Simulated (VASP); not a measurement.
The system is CeO2.

```
CELL_PARAMETERS angstrom
0.00000 2.71865 2.71865
2.71865 0.00000 2.71865
2.71865 2.71865 0.00000
ATOMIC_POSITIONS crystal
Ce 0.00000 0.00000 0.00000
O 0.25000 0.25000 0.25000
O 0.75000 0.75000 0.75000
```

Base run:

* Program: VASP 6.6.1
* Functional: r2SCAN
* Potentials or basis: VASP PAW PBE potentials, release 64 (Ce, O)
* Cutoff: 520 eV
* k mesh: 6 × 6 × 6
* Occupations: gaussian, width 0.01 eV
* Spin: no spin polarisation

Its results: band gap on the k mesh 2.28 eV (least direct gap 2.36 eV); pressure -0.2 GPa.

The run is repeated on the same cell with these changes: k mesh from 6 × 6 × 6 to 8 × 8 × 8; further incar settings from ALGO = Normal; EDIFF = 1e-06; NBANDS = 19 to ALGO = Normal; EDIFF = 1e-07; NBANDS = 19. What comes out?

Band gap on the k mesh 2.16 eV (least direct gap 2.29 eV); pressure -0.2 GPa.

Caveats: the PAW data sets were made with another functional, which shifts forces and pressure a little; spin-orbit coupling is left out, which moves the levels of the heavy elements.

A k mesh can miss the band edges.
